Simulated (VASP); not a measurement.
**P: single point with PBE**

The system is P.

```xyz
1
Lattice="1.9852 0.0000 0.0000 0.0000 1.9852 0.0000 0.0000 0.0000 1.9852" Properties=species:S:1:pos:R:3 pbc="T T T"
P     0.0000    0.0000    0.0000
```

- Program: VASP 6.6.1
- Task: single point
- Functional: PBE
- Potentials or basis: VASP PAW PBE potentials, release 64 (P)
- Cutoff: 520 eV
- k mesh: 19 × 19 × 19
- Occupations: fermi-dirac, width 0.1 eV
- Spin: no spin polarisation

```json
{"Pressure": "266.6 GPa"}
```

Levels at points of the mesh, in eV from the Fermi level:
| k point | band 1 | band 2 | band 3 | band 4 | band 5 | band 6 | band 7 |
| --- | --- | --- | --- | --- | --- | --- | --- |
| (0.00, 0.00, 0.00) | -23.87 | 6.18 | 6.18 | 10.02 | 10.02 | 10.02 | 24.28 |

Run time: 4.3 s on 1 thread of Intel Xeon 6975P-C, with other jobs on the host, peak memory 0.11 GiB.
